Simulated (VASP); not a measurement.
# Mg (Pm-3m) in VASP: single point with LDA

Aim: the single point of Mg with LDA.

Everything below comes from runs of VASP 6.6.1. Logs are shortened: lines on timing, memory, paths and dates and some standing lists are left out, and cuts for length are marked.

## 1. The cell of the first run

The structure is cubic, space group Pm-3m (No. 221). The conventional cell has a = 5.650 Å, b = 5.650 Å, c = 5.650 Å, α = 90.00°, β = 90.00°, γ = 90.00°.

This isn't the form of Mg at room conditions, which is hcp.

## 2. Single point, LDA

INCAR

```
SYSTEM = Mg
PREC     = Accurate       ! precision mode
ENCUT    = 520            ! plane-wave cutoff, eV
EDIFF    = 1E-6           ! SCF threshold, eV
ISMEAR   = 1              ! smearing method
SIGMA    = 0.15           ! smearing width, eV
LREAL    = .FALSE.        ! projectors in reciprocal space
LASPH    = .TRUE.         ! aspherical terms in the spheres
NELM     = 80             ! most SCF steps
ALGO     = Normal         ! electronic algorithm
ISIF     = 2              ! what is computed and relaxed
LWAVE    = .FALSE.        ! write WAVECAR
LCHARG   = .TRUE.         ! write CHGCAR
GGA      = CA             ! functional
LELF     = .TRUE.         ! ELF
LVHAR    = .TRUE.       
NBANDS   = 7              ! bands
```

KPOINTS

```
Automatic mesh
0
G
  4 4 4
  0 0 0
```

POSCAR

```
Mg
1.0
    5.6502200000      0.0000000000      0.0000000000
    0.0000000000      5.6502200000      0.0000000000
    0.0000000000      0.0000000000      5.6502200000
Mg
1
Direct
    0.0000000000      0.0000000000      0.0000000000
```

Potentials or basis: VASP PAW LDA potentials, release 64 (Mg).

Launch:

```bash
cat potpaw_LDA.64/Mg/POTCAR > POTCAR
mpirun -np 1 vasp_std > vasp.out
```

OUTCAR:

```text
SYSTEM = Mg
   PREC = Accurate
   ENCUT = 520
   EDIFF = 1E-6
   ISMEAR = 1
   LREAL = .FALSE.
   LASPH = .TRUE.
   NELM = 80
   ISIF = 2
   GGA = CA

 ion  position               nearest neighbor table
   1  0.000  0.000  0.000-

  LATTYP: Found a simple cubic cell.
 ALAT       =     5.6502200000

  Lattice vectors:

 A1 = (   5.6502200000,   0.0000000000,   0.0000000000)
 A2 = (   0.0000000000,   5.6502200000,   0.0000000000)
 A3 = (   0.0000000000,   0.0000000000,   5.6502200000)

Analysis of symmetry for initial positions (statically):
=====================================================================
 Subroutine PRICEL returns:
 Original cell was already a primitive cell.

 Routine SETGRP: Setting up the symmetry group for a
 simple cubic supercell.

 Subroutine GETGRP returns: Found 48 space group operations
 (whereof 48 operations were pure point group operations)
 out of a pool of 48 trial point group operations.

The static configuration has the point symmetry O_h .

Analysis of symmetry for dynamics (positions and initial velocities):
=====================================================================
 Subroutine PRICEL returns:
 Original cell was already a primitive cell.

 Routine SETGRP: Setting up the symmetry group for a
 simple cubic supercell.

 Subroutine GETGRP returns: Found 48 space group operations
 (whereof 48 operations were pure point group operations)
 out of a pool of 48 trial point group operations.

The dynamic configuration has the point symmetry O_h .

 Subroutine INISYM returns: Found 48 space group operations
 (whereof 48 operations are pure point group operations),
 and found     1 'primitive' translations

----------------------------------------------------------------------------------------

                                     Primitive cell

  volume of cell :     180.3832

  direct lattice vectors                    reciprocal lattice vectors
     5.650220000  0.000000000  0.000000000     0.176984259  0.000000000  0.000000000
     0.000000000  5.650220000  0.000000000     0.000000000  0.176984259  0.000000000
     0.000000000  0.000000000  5.650220000     0.000000000  0.000000000  0.176984259

  length of vectors
     5.650220000  5.650220000  5.650220000     0.176984259  0.176984259  0.176984259

  position of ions in fractional coordinates (direct lattice)
     0.000000000  0.000000000  0.000000000

  ion indices of the primitive-cell ions
   primitive index   ion index
                 1           1

----------------------------------------------------------------------------------------

 KPOINTS: Automatic mesh

Automatic generation of k-mesh.
 Grid dimensions read from file:
 generate k-points for:    4    4    4

 Generating k-lattice:

  Cartesian coordinates                     Fractional coordinates (reciprocal lattice)
     0.044246065  0.000000000  0.000000000     0.250000000  0.000000000  0.000000000
     0.000000000  0.044246065  0.000000000     0.000000000  0.250000000  0.000000000
     0.000000000  0.000000000  0.044246065     0.000000000  0.000000000  0.250000000

  Length of vectors
     0.044246065  0.044246065  0.044246065

  Shift w.r.t. Gamma in fractional coordinates (k-lattice)
     0.000000000  0.000000000  0.000000000

 Subroutine IBZKPT returns following result:
 ===========================================

 Found     10 irreducible k-points:

 Following reciprocal coordinates:
            Coordinates               Weight
  0.000000  0.000000  0.000000      1.000000
  0.250000  0.000000  0.000000      6.000000
  0.500000  0.000000  0.000000      3.000000
  0.250000  0.250000  0.000000     12.000000
  0.500000  0.250000  0.000000     12.000000
  0.500000  0.500000  0.000000      3.000000
  0.250000  0.250000  0.250000      8.000000
  0.500000  0.250000  0.250000     12.000000
  0.500000  0.500000  0.250000      6.000000
  0.500000  0.500000  0.500000      1.000000
   k-points           NKPTS =     10   k-points in BZ     NKDIM =     10   number of bands    NBANDS=      7
   number of dos      NEDOS =    301   number of ions     NIONS =      1
   total plane-waves  NPLWV =  74088
   dimension x,y,z NGX =    42 NGY =   42 NGZ =   42
   dimension x,y,z NGXF=    84 NGYF=   84 NGZF=   84
   ions per type =               1
   NGX,Y,Z   is equivalent  to a cutoff of  12.36, 12.36, 12.36 a.u.
   NGXF,Y,Z  is equivalent  to a cutoff of  24.72, 24.72, 24.72 a.u.
 SYSTEM =  Mg
   PREC   = accura    normal or accurate (medium, high low for compatibility)
   ISTART =      0    job   : 0-new  1-cont  2-samecut
   ICHARG =      2    charge: 1-file 2-atom 10-const
   ISPIN  =      1    spin polarized calculation?
   LNONCOLLINEAR =      F non collinear calculations
   LSORBIT =      F    spin-orbit coupling
   LASPH  =      T    aspherical Exc in radial PAW
   ENCUT  =  520.0 eV  38.22 Ry    6.18 a.u.  10.51 10.51 10.51*2*pi/ulx,y,z
   NELM   =     80;   NELMIN=  2; NELMDL= -5     # of ELM steps
   EDIFF  = 0.1E-05   stopping-criterion for ELM
   LREAL  =      F    real-space projection
   EDIFFG = 0.1E-04   stopping-criterion for IOM
   NSW    =      0    number of steps for IOM
   IBRION =     -1    ionic relax: 0-MD 1-quasi-New 2-CG
   NFREE  =      0    steps in history (QN), initial steepest desc. (CG)
   ISIF   =      2    stress and relaxation
   ISYM   =      2    0-nonsym 1-usesym 2-fastsym
   POTIM  = 0.5000    time-step for ionic-motion
   TEBEG  =    0.0;   TEEND  =   0.0 temperature during run
   PSTRESS=    0.0 pullay stress
   NELECT =       2.0000    total number of electrons
   NUPDOWN=      -1.0000    fix difference up-down
   EMIN   =  10.00;   EMAX   =-10.00  energy-range for DOS
   EFERMI =   0.00;   METHOD = LEGACY
   ISMEAR =     1;   SIGMA  =   0.15  broadening in eV -4-tet -1-fermi 0-gaus
   EFERMI_NEDOS =   21; number of points for ismear=-14 and -15
   IALGO  =     38    algorithm
   IMIX   =      4    mixing-type and parameters
     AMIX     =   0.40;   BMIX     =  1.00
     AMIX_MAG =   1.60;   BMIX_MAG =  1.00
  volume/ion in A,a.u.               =     180.38      1217.29
  Fermi-wavevector in a.u.,A,eV,Ry     =   0.365050  0.689845  1.813137  0.133262
  Thomas-Fermi vector in A             =   1.288339
   LORBIT       =      0    0 simple, 1 ext, 2 COOP (PROOUT), +10 PAW based schemes
   GGA     = CA    functional components
   LHFCALC =     F    Hartree Fock is set to
   AEXX    =    0.0000 exact exchange contribution
   IVDW    =     0    specifies the selected vdW correction
   LEPSILON=     F    determine dielectric tensor
   LRPA    =     F    only Hartree local field effects (RPA)
 non-spin polarized calculation
 Methfessel and Paxton  Order N= 1 SIGMA  =   0.15
  energy-cutoff  :      520.00
  volume of cell :      180.38
 maximum number of plane-waves:      4945
   NGX = 21   NGY = 21   NGZ = 21

 number of electron       2.0000000 magnetization

 Free energy of the ion-electron system (eV)
  ---------------------------------------------------
  ext. energy  EPLUGINS =         0.00000000
  ---------------------------------------------------
  free energy    TOTEN  =        -0.07141654 eV

  energy without entropy =       -0.07258558  energy(sigma->0) =       -0.07180622

 E-fermi :  -3.3673     XC(G=0):  -3.3995

 val. band max:       -3.4336913040   @ k =   0.5000   0.5000   0.5000
 cond. band min:      -1.5734002116   @ k =   0.5000   0.0000   0.0000
 fundamental gap:      1.8602910924
 Fermi energy:        -3.3672763944

 k-point     1 :       0.0000    0.0000    0.0000
  band No.  band energies     occupation
      1      -4.4109      2.00000
      2       0.3620      0.00000
      3       0.3620      0.00000
      4       0.3620      0.00000
      5       1.0898      0.00000
      6       2.0303      0.00000
      7       2.0303      0.00000

 k-point     2 :       0.2500    0.0000    0.0000
  band No.  band energies     occupation
      1      -4.2559      2.00000
      2      -0.8661     -0.00000
      3       0.4963      0.00000
      4       0.4963      0.00000
      5       1.6128      0.00000
      6       2.2486      0.00000
      7       3.3131      0.00000

 k-point     3 :       0.5000    0.0000    0.0000
  band No.  band energies     occupation
      1      -4.0578      2.00000
      2      -1.5734     -0.00000
      3       0.6610      0.00000
      4       0.6610      0.00000
      5       2.1083      0.00000
      6       2.5823      0.00000
      7       3.0016      0.00000

 k-point     4 :       0.2500    0.2500    0.0000
  band No.  band energies     occupation
      1      -4.1049      2.00000
      2      -0.7600     -0.00000
      3      -0.5917     -0.00000
      4       0.6243      0.00000
      5       2.0529      0.00000
      6       2.4166      0.00000
      7       3.7210      0.00000

 k-point     5 :       0.5000    0.2500    0.0000
  band No.  band energies     occupation
      1      -3.9139      2.00000
      2      -1.3760     -0.00000
      3      -0.4208     -0.00000
      4       0.7793      0.00000
      5       1.5887      0.00000
      6       2.5584      0.00000
      7       3.6423      0.00000

 k-point     6 :       0.5000    0.5000    0.0000
  band No.  band energies     occupation
      1      -3.7345      2.00291
      2      -1.0917     -0.00000
      3      -1.0917     -0.00000
      4       0.7665      0.00000
      5       0.9199      0.00000
      6       2.9461      0.00000
      7       3.9757      0.00000

 k-point     7 :       0.2500    0.2500    0.2500
  band No.  band energies     occupation
      1      -3.9578      2.00000
      2      -0.6391     -0.00000
      3      -0.4241     -0.00000
      4      -0.4241     -0.00000
      5       2.2109      0.00000
      6       2.8165      0.00000
      7       2.8165      0.00000

 k-point     8 :       0.5000    0.2500    0.2500
  band No.  band energies     occupation
      1      -3.7732      2.00088
      2      -1.1854     -0.00000
      3      -0.3115      0.00000
      4      -0.2022      0.00000
      5       1.6677      0.00000
      6       2.0723      0.00000
      7       2.9624      0.00000

 k-point     9 :       0.5000    0.5000    0.2500
  band No.  band energies     occupation
      1      -3.5992      2.05110
      2      -0.9166     -0.00000
      3      -0.9166     -0.00000
      4      -0.0459      0.00000
      5       1.0259      0.00000
      6       2.2908      0.00000
      7       2.2908      0.00000

 k-point    10 :       0.5000    0.5000    0.5000
  band No.  band energies     occupation
      1      -3.4337      1.67413
      2      -0.6804     -0.00000
      3      -0.6804     -0.00000
      4      -0.6804     -0.00000
      5       1.5063      0.00000
      6       1.5063      0.00000
      7       1.5063      0.00000

------------------------ aborting loop because EDIFF is reached ----------------------------------------

  FORCE on cell =-STRESS in cart. coord.  units (eV):
  Direction    XX          YY          ZZ          XY          YZ          ZX
  --------------------------------------------------------------------------------------
  -------------------------------------------------------------------------------------
  Total       -0.1834475     -0.1834475     -0.1834475      0.0000000      0.0000000     -0.0000000
  in kB       -1.6293950     -1.6293950     -1.6293950      0.0000000      0.0000000     -0.0000000
  external PRESSURE =      -1.6293950 kB  Pullay stress =       0.0000000 kB

 VOLUME and BASIS-vectors are now :
 -----------------------------------------------------------------------------
  energy-cutoff  :      520.00
  volume of cell :      180.38
      direct lattice vectors                 reciprocal lattice vectors
     5.650220000  0.000000000  0.000000000     0.176984259  0.000000000  0.000000000
     0.000000000  5.650220000  0.000000000     0.000000000  0.176984259  0.000000000
     0.000000000  0.000000000  5.650220000     0.000000000  0.000000000  0.176984259

 POSITION                                       TOTAL-FORCE (eV/Angst)
 -----------------------------------------------------------------------------------
      0.00000      0.00000      0.00000         0.000000      0.000000      0.000000
 -----------------------------------------------------------------------------------
    total drift:                                0.000000     -0.000000      0.000000

  FREE ENERGIE OF THE ION-ELECTRON SYSTEM (eV)
  ---------------------------------------------------
  free  energy   TOTEN  =        -0.0714165397 eV

  energy  without entropy=       -0.0725855783  energy(sigma->0) =       -0.07180622
```

Wall time 17 s (1 thread of Intel Xeon 8259CL, shared host); peak memory 0.19 GiB.

What came out:

| Quantity | Value |
| --- | --- |
| Free energy | -0.0714 eV |
| Pressure | -0.2 GPa |
| Band gap on the k mesh | 1.86 eV (least direct gap 2.48 eV) |
